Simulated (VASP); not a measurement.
A run of VASP 6.6.1:

INCAR

```
SYSTEM = Sb2Au
ALGO = Normal
EDIFF = 1E-6
ENCUT = 520
GGA = PS
ISIF = 2
ISMEAR = 0
LASPH = .TRUE.
LCHARG = .FALSE.
LREAL = .FALSE.
LWAVE = .FALSE.
NBANDS = 18
NELM = 60
PREC = Accurate
SIGMA = 0.1
```

The input KPOINTS:

```
k-points
0
G
  10 10 10
  0 0 0
```

Contents of POSCAR:

```
Sb2Au
1.0
    0.0000000000      3.3862013875      3.3862013875
    3.3862013875      0.0000000000      3.3862013875
    3.3862013875      3.3862013875      0.0000000000
Sb Au
2 1
Direct
    0.2500000000      0.2500000000      0.2500000000
    0.7500000000      0.7500000000      0.7500000000
    0.0000000000      0.0000000000      0.0000000000
```

Potentials or basis: VASP PAW PBE potentials, release 64 (Sb, Au).

Launch:

```sh
$ cat potpaw_PBE.64/Sb/POTCAR potpaw_PBE.64/Au/POTCAR > POTCAR
$ mpirun -np 1 vasp_std > vasp.out
```

Hardware: 1 thread of AMD EPYC 7R43 64-Core Processor (Zen 3) (shared host).

Estimate the wall time of this run.

It took 48 s on 1 thread of AMD EPYC 7R43 64-Core Processor (Zen 3), with other jobs on the host, peak memory 0.2 GiB. Counts: scf iterations 13, k points 47.
